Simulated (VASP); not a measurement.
RbBr: relaxation of cell and atoms with PBEsol

RbBr:

```xyz
2
Lattice="4.1261 0.0000 0.0000 0.0000 4.1261 0.0000 0.0000 0.0000 4.1261" Properties=species:S:1:pos:R:3 pbc="T T T"
Rb    0.0000    0.0000    0.0000
Br    2.0630    2.0630    2.0630
```

```
Program                : VASP 6.6.1
Task                   : relaxation of cell and atoms
Functional             : PBEsol
Potentials or basis    : VASP PAW PBE potentials, release 64 (Rb_sv, Br)
Cutoff                 : 600 eV
k mesh                 : 12 × 12 × 12
Occupations            : fermi-dirac, width 0.08 eV
Spin                   : no spin polarisation
Dipole correction      : no
Further INCAR settings : ALGO = Normal; EDIFF = 1e-06; IBRION = 2; EDIFFG = -0.002; NSW = 100; ISIF = 3
```

- Relaxed volume: 33.90 Å³/atom
- Relaxed cell: a = 4.078 Å, b = 4.078 Å, c = 4.078 Å, α = 90.00°, β = 90.00°, γ = 90.00°
- Space group after relaxing (to 0.1 Å): Pm-3m (No. 221)
- Energy gained by relaxing: 2.2 meV/atom
- Ionic steps: 9
- Pressure after relaxing: 0.0 GPa
- Band gap on the k mesh: 4.02 eV (least direct gap 4.18 eV)

Step by step:
| step | energy change (eV) | largest force (eV/Å) | pressure (GPa) | volume (Å³) |
| --- | --- | --- | --- | --- |
| 1 | 0.0000 | 0.0000 | -0.56 | 70.24 |
| 2 | -0.0033 | 0.0000 | -0.30 | 69.01 |
| 3 | -0.0045 | 0.0000 | 0.03 | 67.64 |
| 4 | -0.0045 | 0.0000 | 0.01 | 67.74 |
| 5 | -0.0045 | 0.0000 | -0.01 | 67.86 |
| 6 | -0.0045 | 0.0000 | -0.01 | 67.80 |
| 7 | -0.0045 | 0.0000 | -0.01 | 67.80 |
| 8 | -0.0045 | 0.0000 | -0.02 | 67.80 |
| 9 | -0.0045 | 0.0000 | -0.01 | 67.80 |

Final structure:
```
CELL_PARAMETERS angstrom
4.07760 0.00000 0.00000
0.00000 4.07760 0.00000
0.00000 0.00000 4.07760
ATOMIC_POSITIONS crystal
Rb 0.00000 0.00000 0.00000
Br 0.50000 0.50000 0.50000
```

Levels at points of the mesh, in eV from the valence-band top:
```
           k point  band 6  band 7  band 8  band 9  band 10  band 11
(0.00, 0.00, 0.00)   -0.16   -0.16   -0.16    4.02     5.41     5.41
(0.50, 0.00, 0.00)   -1.86   -0.25   -0.25    6.79     7.10     7.73
(0.50, 0.50, 0.00)   -1.11   -1.11    0.00    5.19     6.12     7.91
(0.50, 0.50, 0.50)   -1.46   -1.46   -1.46    8.21     8.21     8.21
```

It took 6.4 min on 1 thread of Oxide Virtual Turin-like Processor (shared host), peak memory 0.25 GiB.

Caveat: the PAW data sets were made with another functional, which shifts forces and pressure a little. A k mesh can miss the band edges.
